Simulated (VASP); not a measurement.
# AlBH6 (P4/mmm) in VASP: a series of runs

Runs on AlBH6. Level: PBEsol. Tasks: single point, relaxation of cell and atoms.

Everything below comes from runs of VASP 6.6.1. Logs are shortened: lines on timing, memory, paths and dates and some standing lists are left out, and cuts for length are marked.

## 1. The cell of the first run

It takes space group P4/mmm (No. 123, tetragonal). The conventional cell has a = 2.893 Å, b = 2.893 Å, c = 4.636 Å, α = 90.00°, β = 90.00°, γ = 90.00°. Within 2.7 Å of Al (site symmetry 4/mmm) lie 12 H at 2.05 Å and 2 B at 2.32 Å. Within 2.2 Å of B (site symmetry 4/mmm) lie 12 H at 1.69 to 2.05 Å. Within 2.7 Å of H (site symmetry 4/mmm) lie 4 Al at 2.05 Å and 10 H at 2.05 to 2.32 Å. H (site symmetry 4/mmm) has 8 H at 1.69 Å and 4 B at 2.05 Å within 2.2 Å. Within 2.2 Å of H (site symmetry 2mm) lie 2 B at 1.69 Å and 9 H at 1.69 to 2.05 Å and 2 Al at 2.05 Å.

## 2. Single point, PBEsol

INCAR

```
SYSTEM = AlBH6
ALGO = Normal
EDIFF = 1E-6
ENCUT = 520
GGA = PS
ISIF = 2
ISMEAR = -1
LASPH = .True.
LCHARG = .True.
LELF = .True.
LREAL = .False.
LVHAR = .True.
LWAVE = .False.
NBANDS = 16
NELM = 100
PREC = Accurate
SIGMA = 0.03
```

KPOINTS

```
k-points
0
Gamma
  6 6 4
  0 0 0
```

POSCAR

```
AlBH6
1.0
    2.8931406681      0.0000000000      0.0000000000
    0.0000000000      2.8931406681      0.0000000000
    0.0000000000      0.0000000000      4.6356192712
Al B H
1 1 6
Direct
    0.0000000000      0.0000000000      0.0000000000
    0.0000000000      0.0000000000      0.5000000000
    0.5000000000      0.5000000000      0.0000000000
    0.5000000000      0.5000000000      0.5000000000
    0.5000000000      0.0000000000      0.3124298842
    0.5000000000      0.0000000000      0.6875701158
    0.0000000000      0.5000000000      0.3124298842
    0.0000000000      0.5000000000      0.6875701158
```

Potentials or basis: VASP PAW PBE potentials, release 64 (Al, B, H).

Started as:

```
> cat potpaw_PBE.64/Al/POTCAR potpaw_PBE.64/B/POTCAR potpaw_PBE.64/H/POTCAR > POTCAR
> mpirun -np 1 vasp_std > vasp.out
```

OUTCAR:

```text
SYSTEM = AlBH6
   EDIFF = 1E-6
   ENCUT = 520
   GGA = PS
   ISIF = 2
   ISMEAR = -1
   LASPH = .True.
   LREAL = .False.
   NELM = 100
   PREC = Accurate

 ion  position               nearest neighbor table
   1  0.000  0.000  0.000-   3 2.05   3 2.05   3 2.05   3 2.05   8 2.05   5 2.05   7 2.05   8 2.05
                             6 2.05   5 2.05   6 2.05   7 2.05   2 2.32   2 2.32
   2  0.000  0.000  0.500-   1 2.32   1 2.32
   3  0.500  0.500  0.000-   1 2.05   1 2.05   1 2.05   1 2.05
   4  0.500  0.500  0.500-
   5  0.500  0.000  0.312-   1 2.05   1 2.05
   6  0.500  0.000  0.688-   1 2.05   1 2.05
   7  0.000  0.500  0.312-   1 2.05   1 2.05
   8  0.000  0.500  0.688-   1 2.05   1 2.05

  LATTYP: Found a simple tetragonal cell.
 ALAT       =     2.8931406681
 C/A-ratio  =     1.6022792539

  Lattice vectors:

 A1 = (   2.8931406681,   0.0000000000,   0.0000000000)
 A2 = (   0.0000000000,   2.8931406681,   0.0000000000)
 A3 = (   0.0000000000,   0.0000000000,   4.6356192712)

Analysis of symmetry for initial positions (statically):
=====================================================================
 Subroutine PRICEL returns:
 Original cell was already a primitive cell.

 Routine SETGRP: Setting up the symmetry group for a
 simple tetragonal supercell.

 Subroutine GETGRP returns: Found 16 space group operations
 (whereof 16 operations were pure point group operations)
 out of a pool of 16 trial point group operations.

The static configuration has the point symmetry D_4h.

Analysis of symmetry for dynamics (positions and initial velocities):
=====================================================================
 Subroutine PRICEL returns:
 Original cell was already a primitive cell.

 Routine SETGRP: Setting up the symmetry group for a
 simple tetragonal supercell.

 Subroutine GETGRP returns: Found 16 space group operations
 (whereof 16 operations were pure point group operations)
 out of a pool of 16 trial point group operations.

The dynamic configuration has the point symmetry D_4h.

 Subroutine INISYM returns: Found 16 space group operations
 (whereof 16 operations are pure point group operations),
 and found     1 'primitive' translations

----------------------------------------------------------------------------------------

                                     Primitive cell

  volume of cell :      38.8014

  direct lattice vectors                    reciprocal lattice vectors
     2.893140668  0.000000000  0.000000000     0.345645136  0.000000000  0.000000000
     0.000000000  2.893140668  0.000000000     0.000000000  0.345645136  0.000000000
     0.000000000  0.000000000  4.635619271     0.000000000  0.000000000  0.215720908

  length of vectors
     2.893140668  2.893140668  4.635619271     0.345645136  0.345645136  0.215720908

  position of ions in fractional coordinates (direct lattice)
     0.000000000  0.000000000  0.000000000
     0.000000000  0.000000000  0.500000000
     0.500000000  0.500000000  0.000000000
     0.500000000  0.500000000  0.500000000
     0.500000000  0.000000000  0.312429884
     0.500000000  0.000000000  0.687570116
     0.000000000  0.500000000  0.312429884
     0.000000000  0.500000000  0.687570116

  ion indices of the primitive-cell ions
   primitive index   ion index
                 1           1
                 2           2
                 3           3
                 4           4
                 5           5
                 6           6
                 7           7
                 8           8

----------------------------------------------------------------------------------------

 KPOINTS: k-points

Automatic generation of k-mesh.
 Grid dimensions read from file:
 generate k-points for:    6    6    4

 Generating k-lattice:

  Cartesian coordinates                     Fractional coordinates (reciprocal lattice)
     0.057607523  0.000000000  0.000000000     0.166666667  0.000000000  0.000000000
     0.000000000  0.057607523  0.000000000     0.000000000  0.166666667  0.000000000
     0.000000000  0.000000000  0.053930227     0.000000000  0.000000000  0.250000000

  Length of vectors
     0.057607523  0.057607523  0.053930227

  Shift w.r.t. Gamma in fractional coordinates (k-lattice)
     0.000000000  0.000000000  0.000000000

 Subroutine IBZKPT returns following result:
 ===========================================

 Found     30 irreducible k-points:

 Following reciprocal coordinates:
            Coordinates               Weight
  0.000000  0.000000  0.000000      1.000000
  0.166667  0.000000  0.000000      4.000000
  0.333333  0.000000  0.000000      4.000000
  0.500000  0.000000  0.000000      2.000000
  0.166667  0.166667  0.000000      4.000000
  0.333333  0.166667  0.000000      8.000000
[... 16 lines left out ...]
  0.333333  0.000000  0.500000      4.000000
  0.500000  0.000000  0.500000      2.000000
 [... further k-points ...]
   k-points           NKPTS =     30   k-points in BZ     NKDIM =     30   number of bands    NBANDS=     16
   number of dos      NEDOS =    301   number of ions     NIONS =      8
   total plane-waves  NPLWV =  20736
   dimension x,y,z NGX =    24 NGY =   24 NGZ =   36
   dimension x,y,z NGXF=    48 NGYF=   48 NGZF=   72
   ions per type =               1   1   6
   NGX,Y,Z   is equivalent  to a cutoff of  13.79, 13.79, 12.91 a.u.
   NGXF,Y,Z  is equivalent  to a cutoff of  27.58, 27.58, 25.82 a.u.
 SYSTEM =  AlBH6
   PREC   = accura    normal or accurate (medium, high low for compatibility)
   ISTART =      0    job   : 0-new  1-cont  2-samecut
   ICHARG =      2    charge: 1-file 2-atom 10-const
   ISPIN  =      1    spin polarized calculation?
   LNONCOLLINEAR =      F non collinear calculations
   LSORBIT =      F    spin-orbit coupling
   LASPH  =      T    aspherical Exc in radial PAW
   ENCUT  =  520.0 eV  38.22 Ry    6.18 a.u.   5.38  5.38  8.62*2*pi/ulx,y,z
   NELM   =    100;   NELMIN=  2; NELMDL= -5     # of ELM steps
   EDIFF  = 0.1E-05   stopping-criterion for ELM
   LREAL  =      F    real-space projection
   EDIFFG = 0.1E-04   stopping-criterion for IOM
   NSW    =      0    number of steps for IOM
   IBRION =     -1    ionic relax: 0-MD 1-quasi-New 2-CG
   NFREE  =      0    steps in history (QN), initial steepest desc. (CG)
   ISIF   =      2    stress and relaxation
   ISYM   =      2    0-nonsym 1-usesym 2-fastsym
   POTIM  = 0.5000    time-step for ionic-motion
   TEBEG  =    0.0;   TEEND  =   0.0 temperature during run
   PSTRESS=    0.0 pullay stress
   NELECT =      12.0000    total number of electrons
   NUPDOWN=      -1.0000    fix difference up-down
   EMIN   =  10.00;   EMAX   =-10.00  energy-range for DOS
   EFERMI =   0.00;   METHOD = LEGACY
   ISMEAR =    -1;   SIGMA  =   0.03  broadening in eV -4-tet -1-fermi 0-gaus
   EFERMI_NEDOS =   21; number of points for ismear=-14 and -15
   IALGO  =     38    algorithm
   IMIX   =      4    mixing-type and parameters
     AMIX     =   0.40;   BMIX     =  1.00
     AMIX_MAG =   1.60;   BMIX_MAG =  1.00
  volume/ion in A,a.u.               =       4.85        32.73
  Fermi-wavevector in a.u.,A,eV,Ry     =   1.107099  2.092113 16.676215  1.225667
  Thomas-Fermi vector in A             =   2.243608
   LORBIT       =      0    0 simple, 1 ext, 2 COOP (PROOUT), +10 PAW based schemes
   GGA     = PS    functional components
   LHFCALC =     F    Hartree Fock is set to
   AEXX    =    0.0000 exact exchange contribution
   IVDW    =     0    specifies the selected vdW correction
   LEPSILON=     F    determine dielectric tensor
   LRPA    =     F    only Hartree local field effects (RPA)
 non-spin polarized calculation
  energy-cutoff  :      520.00
  volume of cell :       38.80
 maximum number of plane-waves:      1064
 NGX is ok and might be reduce to    24
   NGX = 11   NGY = 11   NGZ = 17

 number of electron      11.9999999 magnetization

 Free energy of the ion-electron system (eV)
  ---------------------------------------------------
  ext. energy  EPLUGINS =         0.00000000
  ---------------------------------------------------
  free energy    TOTEN  =       -24.62317541 eV

  energy without entropy =      -24.62265518  energy(sigma->0) =      -24.62291529

 E-fermi :   6.2152     XC(G=0): -11.1981

 val. band max:        6.1096715392   @ k =   0.3333   0.0000   0.0000
 cond. band min:       6.3535164159   @ k =   0.1667   0.0000   0.2500
 fundamental gap:      0.2438448767
 Fermi energy:         6.2151511667

 k-point     1 :       0.0000    0.0000    0.0000
  band No.  band energies     occupation
      1      -9.2398      2.00000
      2      -3.1031      2.00000
      3      -1.8705      2.00000
      4       4.6734      2.00000
      5       7.2300      0.00000
      6       7.2300      0.00000
[... 8 lines left out ...]
     15      17.2136      0.00000
     16      17.8952      0.00000

 k-point     2 :       0.1667    0.0000    0.0000
  band No.  band energies     occupation
      1      -8.7835      2.00000
      2      -2.6635      2.00000
      3      -1.4464      2.00000
      4       1.7114      2.00000
      5       6.8342      0.00000
      6       7.5342      0.00000
[... 8 lines left out ...]
     15      17.6368      0.00000
     16      18.9992      0.00000

 k-point     3 :       0.3333    0.0000    0.0000
  band No.  band energies     occupation
      1      -7.4210      2.00000
      2      -2.0992      2.00000
      3      -1.4003      2.00000
      4      -0.2147      2.00000
      5       4.4948      2.00000
      6       6.1097      1.94228
[... 8 lines left out ...]
     15      18.7834      0.00000
     16      18.8563      0.00000
[... 362 lines left out ...]
 k-point    23 :       0.3333    0.0000    0.5000
  band No.  band energies     occupation
      1      -6.6328      2.00000
      2      -4.5198      2.00000
      3      -1.4294      2.00000
      4       0.7408      2.00000
      5       5.7144      2.00000
      6       7.8974      0.00000
[... 8 lines left out ...]
     15      19.2875      0.00000
     16      19.3486      0.00000

 k-point    24 :       0.5000    0.0000    0.5000
  band No.  band energies     occupation
      1      -4.4869      2.00000
      2      -4.3989      2.00000
      3      -2.2703      2.00000
      4      -2.1873      2.00000
      5       7.3243      0.00000
      6       8.3305      0.00000
[... 8 lines left out ...]
     15      16.8373      0.00000
     16      18.0940      0.00000

 [... further k-points ...]
[... 5 lines left out ...]
  --------------------------------------------------------------------------------------
  -------------------------------------------------------------------------------------
  Total       -0.0611080     -0.0611080     -0.0599234      0.0000000      0.0000000      0.0000000
  in kB       -2.5232583     -2.5232583     -2.4743439      0.0000000      0.0000000      0.0000000
  external PRESSURE =      -2.5069535 kB  Pullay stress =       0.0000000 kB

 VOLUME and BASIS-vectors are now :
 -----------------------------------------------------------------------------
  energy-cutoff  :      520.00
  volume of cell :       38.80
      direct lattice vectors                 reciprocal lattice vectors
     2.893140668  0.000000000  0.000000000     0.345645136  0.000000000  0.000000000
     0.000000000  2.893140668  0.000000000     0.000000000  0.345645136  0.000000000
     0.000000000  0.000000000  4.635619271     0.000000000  0.000000000  0.215720908

 POSITION                                       TOTAL-FORCE (eV/Angst)
 -----------------------------------------------------------------------------------
      0.00000      0.00000      0.00000        -0.000000     -0.000000      0.000000
      0.00000      0.00000      2.31781        -0.000000     -0.000000      0.000000
      1.44657      1.44657      0.00000        -0.000000     -0.000000      0.000000
      1.44657      1.44657      2.31781        -0.000000     -0.000000      0.000000
      1.44657      0.00000      1.44831        -0.000000     -0.000000     -0.000949
      1.44657      0.00000      3.18731         0.000000     -0.000000      0.000949
      0.00000      1.44657      1.44831         0.000000      0.000000     -0.000949
      0.00000      1.44657      3.18731        -0.000000      0.000000      0.000949
 -----------------------------------------------------------------------------------
    total drift:                                0.000000     -0.000000     -0.000000

  FREE ENERGIE OF THE ION-ELECTRON SYSTEM (eV)
  ---------------------------------------------------
  free  energy   TOTEN  =       -24.6231754087 eV

  energy  without entropy=      -24.6226551771  energy(sigma->0) =      -24.62291529
```

It took 26 s on 1 thread of Intel Xeon 8259CL, shared host; peak memory 0.15 GiB.

What came out:

```
Free energy            : -24.6232 eV
Pressure               : -0.3 GPa
Band gap on the k mesh : zero (bands 6 and 7 overlap by 6.30 eV)
```

Levels at points of the mesh, in eV from the Fermi level:
```
           k point  band 2  band 3  band 4  band 5  band 6  band 7  band 8  band 9  band 10  band 11
(0.00, 0.00, 0.00)   -9.32   -8.09   -1.54    1.01    1.01    1.31    3.13    7.26     7.29     8.05
(0.50, 0.00, 0.00)  -11.37   -6.31   -5.32   -3.81   -2.05    2.53    2.80    5.07     7.44     8.90
(0.50, 0.50, 0.00)   -8.51   -6.25   -5.74   -2.21   -2.21   -2.13   -2.05    0.48     0.48     3.57
(0.00, 0.00, 0.50)  -12.62   -3.23   -0.85    0.44    1.27    1.27    1.30    3.48     6.16     6.16
(0.50, 0.00, 0.50)  -10.61   -8.49   -8.40    1.11    2.12    2.64    2.65    4.87     6.17     6.20
(0.50, 0.50, 0.50)   -8.00   -5.71   -4.68   -4.68   -4.49   -4.18   -3.56    6.43     6.43     7.11
```

Caveat: the k points lie up to 0.36 Å⁻¹ apart, too coarse for converged energies and pressures of a metal; the PAW data sets were made with another functional, which shifts forces and pressure a little.

## 3. Relaxation of cell and atoms, PBEsol

This run uses another cell than the first one, of 9.84 Å³/atom.

INCAR

```
SYSTEM = AlBH6
PREC = Accurate
ENCUT = 600
EDIFF = 1E-6
ISMEAR = -1
SIGMA = 0.03
LREAL = .False.
LASPH = .True.
NELM = 100
ALGO = Normal
ISIF = 3
LWAVE = .False.
LCHARG = .False.
GGA = PS
IBRION = 2
NSW = 100
EDIFFG = -0.01
```

KPOINTS

```
Automatic mesh
0
Gamma
  6 6 4
  0 0 0
```

POSCAR

```
AlBH6
1.0
    3.4035695400      0.0000000000      0.0000000000
    0.0000000000      3.4035695400      0.0000000000
    0.0000000000      0.0000000000      6.7946123700
Al B H
1 1 6
Direct
    0.0000000000      0.0000000000      0.0000000000
    0.0000000000      0.0000000000      0.5000000000
    0.5000000000      0.5000000000      0.0000000000
    0.5000000000      0.5000000000      0.5000000000
    0.5000000000      0.0000000000      0.2569911300
    0.5000000000      0.0000000000      0.7430088700
    0.0000000000      0.5000000000      0.2569911300
    0.0000000000      0.5000000000      0.7430088700
```

Potentials or basis: VASP PAW PBE potentials, release 64 (Al, B, H).

Started as:

```
> cat potpaw_PBE.64/Al/POTCAR potpaw_PBE.64/B/POTCAR potpaw_PBE.64/H/POTCAR > POTCAR
> mpirun -np 1 vasp_std > vasp.out
```

Run time: 11 min. Hardware: 1 thread of Intel Xeon 8259CL, shared host; peak memory 0.23 GiB.

Results (log left out):

```
Free energy                           : -24.6298 eV
Relaxed volume                        : 4.85 Å³/atom
Relaxed cell                          : a = 2.892 Å, b = 2.892 Å, c = 4.637 Å, α = 90.00°, β = 90.00°, γ = 90.00°
Space group after relaxing (to 0.1 Å) : P4/mmm (No. 123)
Energy gained by relaxing             : 675.0 meV/atom
Ionic steps                           : 23
Pressure after relaxing               : 0.0 GPa
Largest force after relaxing          : 0.007 eV/Å
Band gap on the k mesh                : zero (bands 6 and 7 overlap by 6.29 eV)
```

Forces on the atoms (eV/Å):
```
Al   0.000  0.000  0.000
B    0.000  0.000  0.000
H    0.000  0.000  0.000
H    0.000  0.000  0.000
H    0.000  0.000  0.007
H    0.000  0.000 -0.007
H    0.000  0.000  0.007
H    0.000  0.000 -0.007
```

Stress tensor (GPa, compression positive):
```
 0.14  0.00  0.00
 0.00  0.14  0.00
 0.00  0.00 -0.18
```

Step by step:
| step | energy change (eV) | largest force (eV/Å) | pressure (GPa) | volume (Å³) |
| --- | --- | --- | --- | --- |
| 1 | 0.0000 | 0.1772 | -21.66 | 78.71 |
| 2 | -1.9831 | 0.1392 | -22.61 | 64.51 |
| 3 | -3.9078 | 0.6735 | 35.28 | 32.33 |
| 4 | -4.4228 | 0.1687 | -11.63 | 44.74 |
| 5 | -4.6122 | 0.2726 | -2.51 | 40.62 |
| 6 | -4.6185 | 0.2975 | -0.08 | 39.79 |
| 7 | -4.6618 | 0.3375 | 0.04 | 39.60 |
| 8 | -4.8669 | 0.4642 | 0.16 | 39.00 |
| 9 | -5.2608 | 0.2804 | 3.50 | 37.69 |
| 10 | -4.4991 | 0.8254 | 25.68 | 34.57 |
| 11 | -5.2941 | 0.2348 | 5.33 | 37.17 |
| 12 | -5.2455 | 0.3206 | 11.56 | 35.92 |
| 13 | -5.3262 | 0.1827 | 7.19 | 36.77 |
| 14 | -5.3286 | 0.0201 | 9.12 | 36.35 |
| 15 | -5.3362 | 0.1274 | 8.10 | 36.56 |
| 16 | -5.3656 | 0.0592 | 5.44 | 37.26 |
| 17 | -5.3656 | 0.0705 | 5.30 | 37.30 |
| 18 | -5.3869 | 0.0084 | 2.98 | 37.92 |
| 19 | -5.3979 | 0.0643 | -0.51 | 38.91 |
| 20 | -5.3981 | 0.0583 | -0.17 | 38.80 |
| 21 | -5.3989 | 0.0515 | -0.13 | 38.80 |
| 22 | -5.4000 | 0.0277 | -0.05 | 38.79 |
| 23 | -5.4003 | 0.0073 | 0.03 | 38.78 |

Final structure:
```yaml
crystal:
  lattice:
    - [2.89197, 0.00000, 0.00000]
    - [0.00000, 2.89197, 0.00000]
    - [0.00000, 0.00000, 4.63669]
  atoms:
    - { symbol: Al, position: [0.00000, 0.00000, 0.00000] }
    - { symbol: B, position: [0.00000, 0.00000, 0.50000] }
    - { symbol: H, position: [0.50000, 0.50000, 0.00000] }
    - { symbol: H, position: [0.50000, 0.50000, 0.50000] }
    - { symbol: H, position: [0.50000, 0.00000, 0.31219] }
    - { symbol: H, position: [0.50000, 0.00000, 0.68781] }
    - { symbol: H, position: [0.00000, 0.50000, 0.31219] }
    - { symbol: H, position: [0.00000, 0.50000, 0.68781] }
```

Levels at points of the mesh, in eV from the Fermi level:
```
           k point  band 2  band 3  band 4  band 5  band 6  band 7  band 8  band 9  band 10  band 11
(0.00, 0.00, 0.00)   -9.33   -8.09   -1.53    1.03    1.03    1.32    3.13    7.26     7.30     8.06
(0.50, 0.00, 0.00)  -11.37   -6.31   -5.33   -3.81   -2.05    2.54    2.81    5.09     7.45     8.90
(0.50, 0.50, 0.00)   -8.50   -6.24   -5.73   -2.21   -2.21   -2.13   -2.05    0.48     0.48     3.57
(0.00, 0.00, 0.50)  -12.63   -3.24   -0.84    0.44    1.28    1.28    1.30    3.48     6.16     6.16
(0.50, 0.00, 0.50)  -10.61   -8.49   -8.41    1.11    2.11    2.66    2.66    4.87     6.19     6.20
(0.50, 0.50, 0.50)   -7.99   -5.70   -4.69   -4.69   -4.50   -4.18   -3.55    6.43     7.55     7.55
```

Caveat: the volume moved by over 15 % at a fixed basis, so the end points are rough; the PAW data sets were made with another functional, which shifts forces and pressure a little.
